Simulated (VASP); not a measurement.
# Zn2SnO3 (I-4m2) in VASP: notebook

Runs on Zn2SnO3. Level: PBE. Tasks: single point, relaxation of cell and atoms.

All numbers are computed with VASP 6.6.1; they aren't measurements. Logs are shortened: lines on timing, memory, paths and dates and some standing lists are left out, and cuts for length are marked.

## Step 1: The cell of the first run

The structure is tetragonal, space group I-4m2 (No. 119). Conventional cell: a = 3.428 Å, b = 3.428 Å, c = 14.754 Å, α = 90.00°, β = 90.00°, γ = 90.00°. Within 2.7 Å of Zn (site symmetry 2mm) lie 4 O at 2.01 to 2.02 Å. Sn (site symmetry -4m2) has 4 O at 2.32 Å within 3.1 Å. O (site symmetry -4m2) has 4 Zn at 2.01 Å within 2.7 Å. Within 2.7 Å of O (site symmetry 2mm) lie 2 Zn at 2.02 Å and 2 Sn at 2.32 Å.

## Step 2: Single point, PBE

INCAR reads:

```
SYSTEM = Zn2SnO3
PREC = Accurate
ENCUT = 520
EDIFF = 1E-6
ISMEAR = 0
SIGMA = 0.15
LREAL = .FALSE.
LASPH = .TRUE.
NELM = 100
ALGO = Normal
ISIF = 2
LWAVE = .FALSE.
LCHARG = .FALSE.
GGA = PE
NBANDS = 37
```

KPOINTS reads:

```
regular mesh
0
G
  5 5 5
  0 0 0
```

POSCAR reads:

```
Zn2SnO3
1.0
   -1.7137850124      1.7137850124      7.3772269493
    1.7137850124     -1.7137850124      7.3772269493
    1.7137850124      1.7137850124     -7.3772269493
Zn Sn O
2 1 3
Direct
    0.6786176135      0.6786176135      0.0000000000
    0.3213823865      0.3213823865      0.0000000000
    0.0000000000      0.0000000000      0.0000000000
    0.7500000000      0.2500000000      0.5000000000
    0.1062692883      0.6062692883      0.5000000000
    0.3937307117      0.8937307117      0.5000000000
```

Potentials or basis: VASP PAW PBE potentials, release 64 (Zn, Sn_d, O).

Command:

```sh
$ cat potpaw_PBE.64/Zn/POTCAR potpaw_PBE.64/Sn_d/POTCAR potpaw_PBE.64/O/POTCAR > POTCAR
$ mpirun -np 1 vasp_std > vasp.out
```

OUTCAR:

```text
SYSTEM = Zn2SnO3
   PREC = Accurate
   ENCUT = 520
   EDIFF = 1E-6
   ISMEAR = 0
   LREAL = .FALSE.
   LASPH = .TRUE.
   NELM = 100
   ISIF = 2
   GGA = PE

 ion  position               nearest neighbor table
   1  0.679  0.679  0.000-   4 2.01   4 2.01   5 2.02   5 2.02
   2  0.321  0.321  0.000-   4 2.01   4 2.01   6 2.02   6 2.02
   3  0.000  0.000  0.000-   6 2.32   5 2.32   5 2.32   6 2.32
   4  0.750  0.250  0.500-   2 2.01   1 2.01   2 2.01   1 2.01
   5  0.106  0.606  0.500-   1 2.02   1 2.02   3 2.32   3 2.32
   6  0.394  0.894  0.500-   2 2.02   2 2.02   3 2.32   3 2.32

  LATTYP: Found a body centered tetragonal cell.
 ALAT       =     3.4275700248
 C/A-ratio  =     4.3046396695

  Lattice vectors:

 A1 = (  -1.7137850124,   1.7137850124,   7.3772269493)
 A2 = (   1.7137850124,  -1.7137850124,   7.3772269493)
 A3 = (   1.7137850124,   1.7137850124,  -7.3772269493)

Analysis of symmetry for initial positions (statically):
=====================================================================
 Subroutine PRICEL returns:
 Original cell was already a primitive cell.

 Routine SETGRP: Setting up the symmetry group for a
 body centered tetragonal supercell.

 Subroutine GETGRP returns: Found  8 space group operations
 (whereof  8 operations were pure point group operations)
 out of a pool of 16 trial point group operations.

The static configuration has the point symmetry D_2d.

Analysis of symmetry for dynamics (positions and initial velocities):
=====================================================================
 Subroutine PRICEL returns:
 Original cell was already a primitive cell.

 Routine SETGRP: Setting up the symmetry group for a
 body centered tetragonal supercell.

 Subroutine GETGRP returns: Found  8 space group operations
 (whereof  8 operations were pure point group operations)
 out of a pool of 16 trial point group operations.

The dynamic configuration has the point symmetry D_2d.

 Subroutine INISYM returns: Found  8 space group operations
 (whereof  8 operations are pure point group operations),
 and found     1 'primitive' translations

----------------------------------------------------------------------------------------

                                     Primitive cell

  volume of cell :      86.6694

  direct lattice vectors                    reciprocal lattice vectors
    -1.713785012  1.713785012  7.377226949     0.000000000  0.291751880  0.067776145
     1.713785012 -1.713785012  7.377226949     0.291751880  0.000000000  0.067776145
     1.713785012  1.713785012 -7.377226949     0.291751880  0.291751880  0.000000000

  length of vectors
     7.765152645  7.765152645  7.765152645     0.299520893  0.299520893  0.412599466

  position of ions in fractional coordinates (direct lattice)
     0.678617614  0.678617614  0.000000000
     0.321382386  0.321382386  0.000000000
     0.000000000  0.000000000  0.000000000
     0.750000000  0.250000000  0.500000000
     0.106269288  0.606269288  0.500000000
     0.393730712  0.893730712  0.500000000

  ion indices of the primitive-cell ions
   primitive index   ion index
                 1           1
                 2           2
                 3           3
                 4           4
                 5           5
                 6           6

----------------------------------------------------------------------------------------

 KPOINTS: regular mesh

Automatic generation of k-mesh.
 Grid dimensions read from file:
 generate k-points for:    5    5    5

 Generating k-lattice:

  Cartesian coordinates                     Fractional coordinates (reciprocal lattice)
     0.000000000  0.058350376  0.013555229     0.200000000  0.000000000 -0.000000000
     0.058350376  0.000000000  0.013555229     0.000000000  0.200000000 -0.000000000
     0.058350376  0.058350376  0.000000000     0.000000000  0.000000000  0.200000000

  Length of vectors
     0.059904179  0.059904179  0.082519893

  Shift w.r.t. Gamma in fractional coordinates (k-lattice)
     0.000000000  0.000000000  0.000000000

 Subroutine IBZKPT returns following result:
 ===========================================

 Found     18 irreducible k-points:

 Following reciprocal coordinates:
            Coordinates               Weight
  0.000000  0.000000  0.000000      1.000000
  0.200000 -0.000000  0.000000      8.000000
  0.400000 -0.000000  0.000000      8.000000
  0.200000  0.200000  0.000000      8.000000
  0.400000  0.200000  0.000000     16.000000
 -0.400000  0.200000  0.000000     16.000000
[... 10 lines left out ...]
 -0.400000  0.400000  0.400000      4.000000
 -0.400000 -0.400000  0.400000      2.000000
   k-points           NKPTS =     18   k-points in BZ     NKDIM =     18   number of bands    NBANDS=     37
   number of dos      NEDOS =    301   number of ions     NIONS =      6
   total plane-waves  NPLWV = 216000
   dimension x,y,z NGX =    60 NGY =   60 NGZ =   60
   dimension x,y,z NGXF=   120 NGYF=  120 NGZF=  120
   ions per type =               2   1   3
   NGX,Y,Z   is equivalent  to a cutoff of  12.85, 12.85, 12.85 a.u.
   NGXF,Y,Z  is equivalent  to a cutoff of  25.69, 25.69, 25.69 a.u.
 SYSTEM =  Zn2SnO3
   PREC   = accura    normal or accurate (medium, high low for compatibility)
   ISTART =      0    job   : 0-new  1-cont  2-samecut
   ICHARG =      2    charge: 1-file 2-atom 10-const
   ISPIN  =      1    spin polarized calculation?
   LNONCOLLINEAR =      F non collinear calculations
   LSORBIT =      F    spin-orbit coupling
   LASPH  =      T    aspherical Exc in radial PAW
   ENCUT  =  520.0 eV  38.22 Ry    6.18 a.u.  14.44 14.44 14.44*2*pi/ulx,y,z
   NELM   =    100;   NELMIN=  2; NELMDL= -5     # of ELM steps
   EDIFF  = 0.1E-05   stopping-criterion for ELM
   LREAL  =      F    real-space projection
   EDIFFG = 0.1E-04   stopping-criterion for IOM
   NSW    =      0    number of steps for IOM
   IBRION =     -1    ionic relax: 0-MD 1-quasi-New 2-CG
   NFREE  =      0    steps in history (QN), initial steepest desc. (CG)
   ISIF   =      2    stress and relaxation
   ISYM   =      2    0-nonsym 1-usesym 2-fastsym
   POTIM  = 0.5000    time-step for ionic-motion
   TEBEG  =    0.0;   TEEND  =   0.0 temperature during run
   PSTRESS=    0.0 pullay stress
   NELECT =      56.0000    total number of electrons
   NUPDOWN=      -1.0000    fix difference up-down
   EMIN   =  10.00;   EMAX   =-10.00  energy-range for DOS
   EFERMI =   0.00;   METHOD = LEGACY
   ISMEAR =     0;   SIGMA  =   0.15  broadening in eV -4-tet -1-fermi 0-gaus
   EFERMI_NEDOS =   21; number of points for ismear=-14 and -15
   IALGO  =     38    algorithm
   IMIX   =      4    mixing-type and parameters
     AMIX     =   0.40;   BMIX     =  1.00
     AMIX_MAG =   1.60;   BMIX_MAG =  1.00
  volume/ion in A,a.u.               =      14.44        97.48
  Fermi-wavevector in a.u.,A,eV,Ry     =   1.415301  2.674532 27.253527  2.003078
  Thomas-Fermi vector in A             =   2.536754
   LORBIT       =      0    0 simple, 1 ext, 2 COOP (PROOUT), +10 PAW based schemes
   GGA     = PE    functional components
   LHFCALC =     F    Hartree Fock is set to
   AEXX    =    0.0000 exact exchange contribution
   IVDW    =     0    specifies the selected vdW correction
   LEPSILON=     F    determine dielectric tensor
   LRPA    =     F    only Hartree local field effects (RPA)
 non-spin polarized calculation
 Gauss-broadening in eV      SIGMA  =   0.15
  energy-cutoff  :      520.00
  volume of cell :       86.67
 maximum number of plane-waves:      2346
 NGX is ok and might be reduce to    60
   NGX = 29   NGY = 29   NGZ = 29

 number of electron      56.0000000 magnetization

 Free energy of the ion-electron system (eV)
  ---------------------------------------------------
  ext. energy  EPLUGINS =         0.00000000
  ---------------------------------------------------
  free energy    TOTEN  =       -28.06388162 eV

  energy without entropy =      -28.05822298  energy(sigma->0) =      -28.06105230

 E-fermi :   4.2732     XC(G=0): -10.4298

 val. band max:        4.1694245642   @ k =   0.4000   0.4000   0.0000
 cond. band min:       4.8527012067   @ k =  -0.2000  -0.2000   0.2000
 fundamental gap:      0.6832766425
 Fermi energy:         4.2731518362

 k-point     1 :       0.0000    0.0000    0.0000
  band No.  band energies     occupation
      1     -17.7159      2.00000
      2     -17.4967      2.00000
      3     -17.4917      2.00000
      4     -17.4638      2.00000
      5     -17.4638      2.00000
      6     -14.8930      2.00000
[... 29 lines left out ...]
     36      13.4463      0.00000
     37      13.7839      0.00000

 k-point     2 :       0.2000   -0.0000    0.0000
  band No.  band energies     occupation
      1     -17.6813      2.00000
      2     -17.5161      2.00000
      3     -17.5044      2.00000
      4     -17.4816      2.00000
      5     -17.4622      2.00000
      6     -14.7377      2.00000
[... 29 lines left out ...]
     36      12.9969      0.00000
     37      13.8878      0.00000

 k-point     3 :       0.4000   -0.0000    0.0000
  band No.  band energies     occupation
      1     -17.6340      2.00000
      2     -17.5916      2.00000
      3     -17.5247      2.00000
      4     -17.4596      2.00000
      5     -17.4527      2.00000
      6     -14.4267      2.00000
[... 29 lines left out ...]
     36      12.6433      0.00000
     37      13.9780      0.00000

 k-point     4 :       0.2000    0.2000    0.0000
  band No.  band energies     occupation
      1     -17.6467      2.00000
      2     -17.5219      2.00000
      3     -17.5182      2.00000
      4     -17.5014      2.00000
      5     -17.4679      2.00000
      6     -14.5901      2.00000
[... 29 lines left out ...]
     36      12.7995      0.00000
     37      13.7675      0.00000
[... 443 lines left out ...]
      1     -17.7160      2.00000
      2     -17.4966      2.00000
      3     -17.4917      2.00000
      4     -17.4638      2.00000
      5     -17.4638      2.00000
      6     -14.8607      2.00000
[... 29 lines left out ...]
     36      13.2417      0.00000
     37      14.0033      0.00000

 k-point    17 :      -0.4000    0.4000    0.4000
  band No.  band energies     occupation
      1     -17.6816      2.00000
      2     -17.5161      2.00000
      3     -17.5044      2.00000
      4     -17.4815      2.00000
      5     -17.4622      2.00000
      6     -14.6311      2.00000
[... 29 lines left out ...]
     36      13.4188      0.00000
     37      14.4005      0.00000

 k-point    18 :      -0.4000   -0.4000    0.4000
  band No.  band energies     occupation
      1     -17.7162      2.00000
      2     -17.4964      2.00000
      3     -17.4917      2.00000
      4     -17.4638      2.00000
      5     -17.4638      2.00000
      6     -14.7763      2.00000
[... 29 lines left out ...]
     36      12.6804      0.00000
     37      14.8100      0.00000

------------------------ aborting loop because EDIFF is reached ----------------------------------------

  FORCE on cell =-STRESS in cart. coord.  units (eV):
  Direction    XX          YY          ZZ          XY          YZ          ZX
  --------------------------------------------------------------------------------------
  -------------------------------------------------------------------------------------
  Total        0.3272389      0.3272389      0.5906582      0.0000000     -0.0000000      0.0000000
  in kB        6.0493635      6.0493635     10.9189531      0.0000000     -0.0000000      0.0000000
  external PRESSURE =       7.6725600 kB  Pullay stress =       0.0000000 kB

 VOLUME and BASIS-vectors are now :
 -----------------------------------------------------------------------------
  energy-cutoff  :      520.00
  volume of cell :       86.67
      direct lattice vectors                 reciprocal lattice vectors
    -1.713785012  1.713785012  7.377226949     0.000000000  0.291751880  0.067776145
     1.713785012 -1.713785012  7.377226949     0.291751880  0.000000000  0.067776145
     1.713785012  1.713785012 -7.377226949     0.291751880  0.291751880  0.000000000

 POSITION                                       TOTAL-FORCE (eV/Angst)
 -----------------------------------------------------------------------------------
      0.00000      0.00000     10.01263        -0.000000      0.000000     -0.022557
      0.00000      0.00000      4.74182        -0.000000      0.000000      0.022557
      0.00000      0.00000      0.00000         0.000000     -0.000000     -0.000000
     -0.00000      1.71379      3.68861         0.000000     -0.000000     -0.000000
      1.71379     -0.00000      1.56795        -0.000000     -0.000000     -0.009270
      1.71379     -0.00000      5.80928        -0.000000     -0.000000      0.009270
 -----------------------------------------------------------------------------------
    total drift:                               -0.000000      0.000000     -0.000000

  FREE ENERGIE OF THE ION-ELECTRON SYSTEM (eV)
  ---------------------------------------------------
  free  energy   TOTEN  =       -28.0638816156 eV

  energy  without entropy=      -28.0582229839  energy(sigma->0) =      -28.06105230
```

Wall time 2.4 min (1 thread of Intel Xeon Platinum 8488C (Sapphire Rapids), shared host); peak memory 0.49 GiB.

Results:

```
Free energy            : -28.0639 eV
Pressure               : 0.8 GPa
Largest force          : 0.023 eV/Å
Band gap on the k mesh : zero (bands 28 and 29 overlap by 0.02 eV)
```

Forces on the atoms (eV/Å):
```
Zn   0.000  0.000 -0.023
Zn   0.000  0.000  0.023
Sn   0.000  0.000  0.000
O    0.000  0.000  0.000
O    0.000  0.000 -0.009
O    0.000  0.000  0.009
```

Stress tensor (GPa, compression positive):
```
0.60 0.00 0.00
0.00 0.60 0.00
0.00 0.00 1.09
```

Caveat: the k points lie up to 0.38 Å⁻¹ apart; semilocal functionals underestimate gaps, and a narrow one can read as zero; spin-orbit coupling is left out, which moves the levels of the heavy elements.

## Step 3: Relaxation of cell and atoms, PBE

This run uses another cell than the first one, of 13.41 Å³/atom.

INCAR reads:

```
SYSTEM = Zn2SnO3
ALGO = Normal
EDIFF = 1E-6
EDIFFG = -0.08
ENCUT = 600
GGA = PE
IBRION = 2
ISIF = 3
ISMEAR = 0
LASPH = .TRUE.
LCHARG = .FALSE.
LREAL = .FALSE.
LWAVE = .FALSE.
NELM = 100
NSW = 36
PREC = Accurate
SIGMA = 0.15
```

KPOINTS reads:

```
k-points
0
G
  5 5 5
  0 0 0
```

POSCAR reads:

```
Zn2SnO3
1.0
   -1.6800000000      1.6800000000      7.1250000000
    1.6800000000     -1.6800000000      7.1250000000
    1.6800000000      1.6800000000     -7.1250000000
Zn Sn O
2 1 3
Direct
    0.6667000000      0.6667000000      0.0000000000
    0.3333000000      0.3333000000      0.0000000000
    0.0000000000      0.0000000000      0.0000000000
    0.7500000000      0.2500000000      0.5000000000
    0.0833000000      0.5833000000      0.5000000000
    0.4167000000      0.9167000000      0.5000000000
```

Potentials or basis: VASP PAW PBE potentials, release 64 (Zn, Sn_d, O).

Command:

```sh
$ cat potpaw_PBE.64/Zn/POTCAR potpaw_PBE.64/Sn_d/POTCAR potpaw_PBE.64/O/POTCAR > POTCAR
$ mpirun -np 1 vasp_std > vasp.out
```

Run time: 13 min. Hardware: 1 thread of Intel Xeon Platinum 8488C (Sapphire Rapids), shared host; peak memory 0.58 GiB.

The run converged. Its results:

* Free energy: -28.0559 eV
* Relaxed volume: 14.54 Å³/atom
* Relaxed cell: a = 7.692 Å, b = 7.692 Å, c = 7.692 Å, α = 154.01°, β = 154.01°, γ = 37.08°
* Space group after relaxing (to 0.1 Å): I-4m2 (No. 119)
* Energy gained by relaxing: 183.4 meV/atom
* Ionic steps: 8
* Pressure after relaxing: 0.1 GPa
* Largest force after relaxing: 0.034 eV/Å
* Band gap on the k mesh: zero (bands 28 and 29 overlap by 0.02 eV)

Forces in eV/Å, atoms in the order of the input:
```
Zn   0.000  0.000 -0.015
Zn   0.000  0.000  0.015
Sn   0.000  0.000  0.000
O    0.000  0.000  0.000
O    0.000  0.000 -0.034
O    0.000  0.000  0.034
```

Stress tensor (GPa, compression positive):
```
-0.24  0.00  0.00
 0.00 -0.24  0.00
 0.00  0.00  0.70
```

The path:
| step | energy change (eV) | largest force (eV/Å) | pressure (GPa) | volume (Å³) |
| --- | --- | --- | --- | --- |
| 1 | 0.0000 | 2.2361 | 13.53 | 80.44 |
| 2 | -0.6113 | 0.8929 | -5.33 | 94.34 |
| 3 | -0.6338 | 0.9946 | -2.99 | 91.73 |
| 4 | -0.8180 | 0.9508 | -1.87 | 89.99 |
| 5 | -1.0736 | 0.1593 | 3.12 | 84.88 |
| 6 | -1.0758 | 0.3110 | 2.40 | 85.45 |
| 7 | -1.0912 | 0.2128 | -1.26 | 88.42 |
| 8 | -1.1005 | 0.0342 | 0.07 | 87.25 |

Final structure:
```cif
data_structure
_symmetry_space_group_name_H-M 'P 1'
_symmetry_Int_Tables_number 1
_cell_length_a 7.6920
_cell_length_b 7.6920
_cell_length_c 7.6920
_cell_angle_alpha 154.013
_cell_angle_beta 154.013
_cell_angle_gamma 37.081
_cell_volume 87.25
loop_
_atom_site_label
_atom_site_type_symbol
_atom_site_fract_x
_atom_site_fract_y
_atom_site_fract_z
_atom_site_occupancy
Zn1 Zn 0.67896 0.67896 0.00000 1
Zn2 Zn 0.32104 0.32104 0.00000 1
Sn1 Sn 0.00000 0.00000 0.00000 1
O1 O 0.75000 0.25000 0.50000 1
O2 O 0.10684 0.60684 0.50000 1
O3 O 0.39316 0.89316 0.50000 1
```

Levels at points of the mesh, in eV from the Fermi level:
```
           k point  band 24  band 25  band 26  band 27  band 28  band 29  band 30  band 31  band 32  band 33
(0.00, 0.00, 0.00)    -3.32    -2.81    -2.29    -2.09    -2.09     1.02     1.93     4.64     5.52     5.88
```

Caveat: the k points lie up to 0.37 Å⁻¹ apart in the final cell; semilocal functionals underestimate gaps, and a narrow one can read as zero; spin-orbit coupling is left out, which moves the levels of the heavy elements; the relaxation stopped at a loose force limit of 0.08 eV/Å, so its end isn't a converged minimum.

The gap in the log of VASP goes by the Fermi energy; the results here count the filled bands.